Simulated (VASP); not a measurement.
# N (P6_3/mmc) in VASP: single point with PBEsol

Aim: the single point of N with PBEsol.

All numbers are computed with VASP 6.6.1; they aren't measurements. Logs are shortened: lines on timing, memory, paths and dates and some standing lists are left out, and cuts for length are marked.

### 1 The cell of the first run

Symmetry: P6_3/mmc, No. 194, hexagonal system. The conventional cell has a = 3.629 Å, b = 3.629 Å, c = 5.890 Å, α = 90.00°, β = 90.00°, γ = 120.00°. N (site symmetry -6m2) has 12 N at 3.61 to 3.63 Å within 4.7 Å.

### 2 Single point, PBEsol

File INCAR:

```
SYSTEM = N
  ALGO = Normal
  EDIFF = 1E-6
  ENCUT = 600
  GGA = PS
  GGA_COMPAT = .FALSE.
  ISIF = 2
  ISMEAR = -1
  LASPH = .TRUE.
  LCHARG = .TRUE.
  LELF = .TRUE.
  LREAL = .FALSE.
  LVHAR = .TRUE.
  LWAVE = .FALSE.
  NBANDS = 60
  NELM = 120
  PREC = Accurate
  SIGMA = 0.05
```

File KPOINTS:

```
Automatic mesh
0
Gamma
  2 2 2
  0.5 0.5 0.5
```

File POSCAR:

```
N
1.0
   -5.4435024745      3.1428076190     -5.8900000000
    5.4435024745      3.1428076190     -5.8900000000
    0.0000000000     -6.2856152379     -5.8900000000
N
18
Direct
    0.3611111111      0.0277777778      0.3611111111
    0.6944444444      0.0277777778      0.0277777778
    0.0277777778      0.3611111111      0.3611111111
    0.6944444444      0.6944444444      0.3611111111
    0.3611111111      0.3611111111      0.0277777778
    0.0277777778      0.0277777778      0.6944444444
    0.6944444444      0.3611111111      0.6944444444
    0.0277777778      0.6944444444      0.0277777778
    0.3611111111      0.6944444444      0.6944444444
    0.9722222222      0.9722222222      0.3055555556
    0.3055555556      0.9722222222      0.9722222222
    0.6388888889      0.3055555556      0.3055555556
    0.3055555556      0.6388888889      0.3055555556
    0.9722222222      0.3055555556      0.9722222222
    0.6388888889      0.9722222222      0.6388888889
    0.3055555556      0.3055555556      0.6388888889
    0.6388888889      0.6388888889      0.9722222222
    0.9722222222      0.6388888889      0.6388888889
```

Potentials or basis: VASP PAW PBE potentials, release 64 (N).

Run with:

```
$ cat potpaw_PBE.64/N/POTCAR > POTCAR
$ mpirun -np 1 vasp_std > vasp.out
```

OUTCAR:

```text
SYSTEM = N
   EDIFF = 1E-6
   ENCUT = 600
   GGA = PS
   ISIF = 2
   ISMEAR = -1
   LASPH = .TRUE.
   LREAL = .FALSE.
   NELM = 120
   PREC = Accurate

 ion  position               nearest neighbor table
   1  0.361  0.028  0.361-
   2  0.694  0.028  0.028-
   3  0.028  0.361  0.361-
   4  0.694  0.694  0.361-
   5  0.361  0.361  0.028-
   6  0.028  0.028  0.694-
[... 10 lines left out ...]
  17  0.639  0.639  0.972-
  18  0.972  0.639  0.639-

  LATTYP: Found a trigonal (rhomboedric) cell.
 ALAT       =     8.6140036522
 COS(alpha) =     0.2013127677

  Lattice vectors:

 A1 = (  -5.4435024745,   3.1428076190,  -5.8900000000)
 A2 = (   5.4435024745,   3.1428076190,  -5.8900000000)
 A3 = (   0.0000000000,  -6.2856152379,  -5.8900000000)

Analysis of symmetry for initial positions (statically):
=====================================================================
 Subroutine PRICEL returns following result:

  LATTYP: Found a hexagonal cell.
 ALAT       =     3.6290016493
 C/A-ratio  =     1.6230359116

  Lattice vectors:

 A1 = (   1.8145008247,  -3.1428076187,   0.0000000000)
 A2 = (  -3.6290016493,   0.0000000000,   0.0000000000)
 A3 = (   0.0000000000,  -0.0000000006,  -5.8900000000)

   9 primitive cells build up your supercell.

 Routine SETGRP: Setting up the symmetry group for a
 trigonal (rhombohedral) supercell.

 Subroutine GETGRP returns: Found 12 space group operations
 (whereof 12 operations were pure point group operations)
 out of a pool of 12 trial point group operations.

The static configuration has the point symmetry D_3d.

Analysis of symmetry for dynamics (positions and initial velocities):
=====================================================================
 Subroutine PRICEL returns following result:

  LATTYP: Found a hexagonal cell.
 ALAT       =     3.6290016493
 C/A-ratio  =     1.6230359116

  Lattice vectors:

 A1 = (   1.8145008247,  -3.1428076187,   0.0000000000)
 A2 = (  -3.6290016493,   0.0000000000,   0.0000000000)
 A3 = (   0.0000000000,  -0.0000000006,  -5.8900000000)

   9 primitive cells build up your supercell.

 Routine SETGRP: Setting up the symmetry group for a
 trigonal (rhombohedral) supercell.

 Subroutine GETGRP returns: Found 12 space group operations
 (whereof 12 operations were pure point group operations)
 out of a pool of 12 trial point group operations.

The dynamic configuration has the point symmetry D_3d.

 Subroutine INISYM returns: Found 12 space group operations
 (whereof 12 operations are pure point group operations),
 and found     9 'primitive' translations

----------------------------------------------------------------------------------------

                                     Primitive cell

  volume of cell :      67.1769

  direct lattice vectors                    reciprocal lattice vectors
     1.814500825 -3.142807619  0.000000000     0.000000000 -0.318186832  0.000000000
    -3.629001649  0.000000000  0.000000000    -0.275557880 -0.159093416  0.000000000
     0.000000000 -0.000000001 -5.890000000     0.000000000  0.000000000 -0.169779287

  length of vectors
     3.629001649  3.629001649  5.890000000     0.318186832  0.318186832  0.169779287

  position of ions in fractional coordinates (direct lattice)
     0.333333333  0.666666667  0.750000000
     0.666666666  0.333333333  0.250000000

  ion indices of the primitive-cell ions
   primitive index   ion index
                 1           1
                 2          13

----------------------------------------------------------------------------------------

 KPOINTS: Automatic mesh

Automatic generation of k-mesh.
 Grid dimensions read from file:
 generate k-points for:    2    2    2

 Generating k-lattice:

  Cartesian coordinates                     Fractional coordinates (reciprocal lattice)
    -0.045926313  0.026515569 -0.028296548     0.500000000  0.000000000  0.000000000
     0.045926313  0.026515569 -0.028296548     0.000000000  0.500000000  0.000000000
     0.000000000 -0.053031139 -0.028296548     0.000000000  0.000000000  0.500000000

  Length of vectors
     0.060108205  0.060108205  0.060108205

  Shift w.r.t. Gamma in fractional coordinates (k-lattice)
     0.500000000  0.500000000  0.500000000

 Subroutine IBZKPT returns following result:
 ===========================================

 Found      2 irreducible k-points:

 Following reciprocal coordinates:
            Coordinates               Weight
  0.250000  0.250000  0.250000      2.000000
 -0.250000  0.250000  0.250000      6.000000
   k-points           NKPTS =      2   k-points in BZ     NKDIM =      2   number of bands    NBANDS=     60
   number of dos      NEDOS =    301   number of ions     NIONS =     18
   total plane-waves  NPLWV = 343000
   dimension x,y,z NGX =    70 NGY =   70 NGZ =   70
   dimension x,y,z NGXF=   140 NGYF=  140 NGZF=  140
   ions per type =              18
   NGX,Y,Z   is equivalent  to a cutoff of  13.51, 13.51, 13.51 a.u.
   NGXF,Y,Z  is equivalent  to a cutoff of  27.02, 27.02, 27.02 a.u.
 SYSTEM =  N
   PREC   = accura    normal or accurate (medium, high low for compatibility)
   ISTART =      0    job   : 0-new  1-cont  2-samecut
   ICHARG =      2    charge: 1-file 2-atom 10-const
   ISPIN  =      1    spin polarized calculation?
   LNONCOLLINEAR =      F non collinear calculations
   LSORBIT =      F    spin-orbit coupling
   LASPH  =      T    aspherical Exc in radial PAW
   ENCUT  =  600.0 eV  44.10 Ry    6.64 a.u.  17.20 17.20 17.20*2*pi/ulx,y,z
   NELM   =    120;   NELMIN=  2; NELMDL= -5     # of ELM steps
   EDIFF  = 0.1E-05   stopping-criterion for ELM
   LREAL  =      F    real-space projection
   EDIFFG = 0.1E-04   stopping-criterion for IOM
   NSW    =      0    number of steps for IOM
   IBRION =     -1    ionic relax: 0-MD 1-quasi-New 2-CG
   NFREE  =      0    steps in history (QN), initial steepest desc. (CG)
   ISIF   =      2    stress and relaxation
   ISYM   =      2    0-nonsym 1-usesym 2-fastsym
   POTIM  = 0.5000    time-step for ionic-motion
   TEBEG  =    0.0;   TEEND  =   0.0 temperature during run
   PSTRESS=    0.0 pullay stress
   NELECT =      90.0000    total number of electrons
   NUPDOWN=      -1.0000    fix difference up-down
   EMIN   =  10.00;   EMAX   =-10.00  energy-range for DOS
   EFERMI =   0.00;   METHOD = LEGACY
   ISMEAR =    -1;   SIGMA  =   0.05  broadening in eV -4-tet -1-fermi 0-gaus
   EFERMI_NEDOS =   21; number of points for ismear=-14 and -15
   IALGO  =     38    algorithm
   IMIX   =      4    mixing-type and parameters
     AMIX     =   0.40;   BMIX     =  1.00
     AMIX_MAG =   1.60;   BMIX_MAG =  1.00
  volume/ion in A,a.u.               =      33.59       226.67
  Fermi-wavevector in a.u.,A,eV,Ry     =   0.867630  1.639584 10.242227  0.752782
  Thomas-Fermi vector in A             =   1.986192
   LORBIT       =      0    0 simple, 1 ext, 2 COOP (PROOUT), +10 PAW based schemes
   GGA     = PS    functional components
   LHFCALC =     F    Hartree Fock is set to
   AEXX    =    0.0000 exact exchange contribution
   IVDW    =     0    specifies the selected vdW correction
   LEPSILON=     F    determine dielectric tensor
   LRPA    =     F    only Hartree local field effects (RPA)
 non-spin polarized calculation
  energy-cutoff  :      600.00
  volume of cell :      604.59
 maximum number of plane-waves:     20202
 NGX is ok and might be reduce to    70
   NGX = 35   NGY = 35   NGZ = 35

 number of electron      89.9999999 magnetization

 Free energy of the ion-electron system (eV)
  ---------------------------------------------------
  ext. energy  EPLUGINS =         0.00000000
  ---------------------------------------------------
  free energy    TOTEN  =       -17.79416313 eV

  energy without entropy =      -17.10077111  energy(sigma->0) =      -17.44746712

 E-fermi :  -4.8640     XC(G=0):  -6.1409

 val. band max:       -4.8860511513   @ k =  -0.2500   0.2500   0.2500
 cond. band min:      -4.8435954613   @ k =  -0.2500   0.2500   0.2500
 fundamental gap:      0.0424556900
 Fermi energy:        -4.8639759631

 k-point     1 :       0.2500    0.2500    0.2500
  band No.  band energies     occupation
      1     -16.6923      2.00000
      2     -16.5094      2.00000
      3     -16.5094      2.00000
      4     -16.5094      2.00000
      5     -16.4571      2.00000
      6     -16.4425      2.00000
[... 49 lines left out ...]
     56      -4.6649      0.03664
     57      -4.6649      0.03664

 k-point     2 :      -0.2500    0.2500    0.2500
  band No.  band energies     occupation
      1     -16.6640      2.00000
      2     -16.5629      2.00000
      3     -16.5231      2.00000
      4     -16.5231      2.00000
      5     -16.4868      2.00000
      6     -16.4155      2.00000
[... 49 lines left out ...]
     56      -4.6796      0.04889
     57      -4.6713      0.04153
 [bands above 57 left out]

------------------------ aborting loop because EDIFF is reached ----------------------------------------

  FORCE on cell =-STRESS in cart. coord.  units (eV):
  Direction    XX          YY          ZZ          XY          YZ          ZX
  --------------------------------------------------------------------------------------
  -------------------------------------------------------------------------------------
  Total      -29.0073363    -29.0073363    -29.4138445      0.0000000      0.0000000      0.0000000
  in kB      -76.8697849    -76.8697849    -77.9470362      0.0000000      0.0000000      0.0000000
  external PRESSURE =     -77.2288687 kB  Pullay stress =       0.0000000 kB

 VOLUME and BASIS-vectors are now :
 -----------------------------------------------------------------------------
  energy-cutoff  :      600.00
  volume of cell :      604.59
      direct lattice vectors                 reciprocal lattice vectors
    -5.443502474  3.142807619 -5.890000000    -0.091852627  0.053031139 -0.056593096
     5.443502474  3.142807619 -5.890000000     0.091852627  0.053031139 -0.056593096
     0.000000000 -6.285615238 -5.890000000     0.000000000 -0.106062277 -0.056593096

 POSITION                                       TOTAL-FORCE (eV/Angst)
 -----------------------------------------------------------------------------------
     -1.81450     -1.04760     -4.41750         0.000000      0.000000     -0.008564
     -3.62900      2.09521     -4.41750         0.000000      0.000000     -0.008564
      1.81450     -1.04760     -4.41750         0.000000      0.000000     -0.008564
      0.00000      2.09521    -10.30750         0.000000      0.000000     -0.008564
      0.00000      2.09521     -4.41750         0.000000      0.000000     -0.008564
      0.00000     -4.19041     -4.41750         0.000000      0.000000     -0.008564
[... 10 lines left out ...]
      0.00000     -2.09521    -13.25250         0.000000     -0.000000      0.008564
     -1.81450      1.04760    -13.25250         0.000000     -0.000000      0.008564
 -----------------------------------------------------------------------------------
    total drift:                                0.000000      0.000000     -0.000000

  FREE ENERGIE OF THE ION-ELECTRON SYSTEM (eV)
  ---------------------------------------------------
  free  energy   TOTEN  =       -17.7941631274 eV

  energy  without entropy=      -17.1007711116  energy(sigma->0) =      -17.44746712
```

It took 6.4 min on 1 thread of Intel Xeon 6975P-C (Granite Rapids), shared host; peak memory 0.69 GiB.

Results:

```
Free energy            : -17.7942 eV
Pressure               : -7.7 GPa
Largest force          : 0.009 eV/Å
Band gap on the k mesh : zero (bands 45 and 46 overlap by 0.06 eV)
```

Forces on the atoms (eV/Å):
```
N    0.000  0.000 -0.009
N    0.000  0.000 -0.009
N    0.000  0.000 -0.009
N    0.000  0.000 -0.009
N    0.000  0.000 -0.009
N    0.000  0.000 -0.009
N    0.000  0.000 -0.009
N    0.000  0.000 -0.009
N    0.000  0.000 -0.009
N    0.000  0.000  0.009
N    0.000  0.000  0.009
N    0.000  0.000  0.009
N    0.000  0.000  0.009
N    0.000  0.000  0.009
N    0.000  0.000  0.009
N    0.000  0.000  0.009
N    0.000  0.000  0.009
N    0.000  0.000  0.009
```

Stress tensor (GPa, compression positive):
```
-7.69  0.00  0.00
 0.00 -7.69  0.00
 0.00  0.00 -7.79
```

Caveat: the k points lie up to 0.38 Å⁻¹ apart; the PAW data sets were made with another functional, which shifts forces and pressure a little.
